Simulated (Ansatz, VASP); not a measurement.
## BaGeP4 in VASP and in Ansatz

File INCAR:

```
  PREC = Accurate
  ENCUT = 600
  EDIFF = 1E-7
  ISMEAR = 0
  SIGMA = 0.1
  LREAL = False
  LASPH = True
  NELM = 100
  ALGO = Normal
  ISIF = 3
  LWAVE = False
  LCHARG = False
  GGA = PE
  IBRION = 2
  NSW = 90
  EDIFFG = -0.04
```

File KPOINTS:

```
regular mesh
0
Gamma
  4 4 4
```

File POSCAR:

```
BaGeP4
1.0
    0.0000000000      4.0232590300      4.0232590300
    4.0232590300      0.0000000000      4.0232590300
    4.0232590300      4.0232590300      0.0000000000
Ba Ge P
1 1 4
Direct
    0.0000000000      0.0000000000      0.0000000000
    0.2500000000      0.2500000000      0.2500000000
    0.6240318200      0.1279045300      0.6240318200
    0.6240318200      0.6240318200      0.1279045300
    0.6240318200      0.6240318200      0.6240318200
    0.1279045300      0.6240318200      0.6240318200
```

Input for Ansatz:

```yaml
crystal:
  lattice:
    - [0.0, 4.02325903, 4.02325903]
    - [4.02325903, 0.0, 4.02325903]
    - [4.02325903, 4.02325903, 0.0]
  atoms:
    - { symbol: Ba, position: [0.0, 0.0, 0.0] }
    - { symbol: Ge, position: [0.25, 0.25, 0.25] }
    - { symbol: P, position: [0.62403182, 0.12790453, 0.62403182] }
    - { symbol: P, position: [0.62403182, 0.62403182, 0.12790453] }
    - { symbol: P, position: [0.62403182, 0.62403182, 0.62403182] }
    - { symbol: P, position: [0.12790453, 0.62403182, 0.62403182] }
basis:
  ecutwfc: 420
kpoints:
  mp_grid: { grid: [4, 4, 4] }
hamiltonian:
  xc: pbe
scf:
  occupations: { method: gaussian, width: 0.1 }
  lower_state_search: "off"
output:
  forces: true
  stress: true
  eigenvalues: true
relax:
  adjacent_minimum: "off"
  f_tol: 0.04
  max_steps: 70
  cell: { stress_tol: 0.4 }
```

Change from the starting cell: species swapped into the TbNi4Au type (F-43m, No. 216).

Alike in both runs: task relaxation of cell and atoms; functional PBE; k mesh 4 × 4 × 4; occupations gaussian, width 0.1 eV; no spin polarisation.

|  | VASP | Ansatz |
| --- | --- | --- |
| version | VASP 6.6.1 | Ansatz 0.2.0 |
| potentials or method | VASP PAW PBE potentials, release 64 (Ba_sv, Ge_d, P), cutoff 600 eV | scalar-relativistic, plane waves, PAW |
| valence electrons in the cell | 44 | 44 |

|  | VASP | Ansatz | Ansatz less VASP |
| --- | --- | --- | --- |
| gap on the k mesh at the Fermi level, each at its own relaxed structure (eV) | none | none | - |
| relaxed volume (Å³/atom) | 22.01 | 21.34 | -0.671 |
| relaxed length of the cell vector where the two differ most in proportion (Å) | 5.716 | 5.658 | -0.0587 |

A gap of «none» marks a metal or a gap that the smearing closes.

Spin-orbit coupling is off throughout.
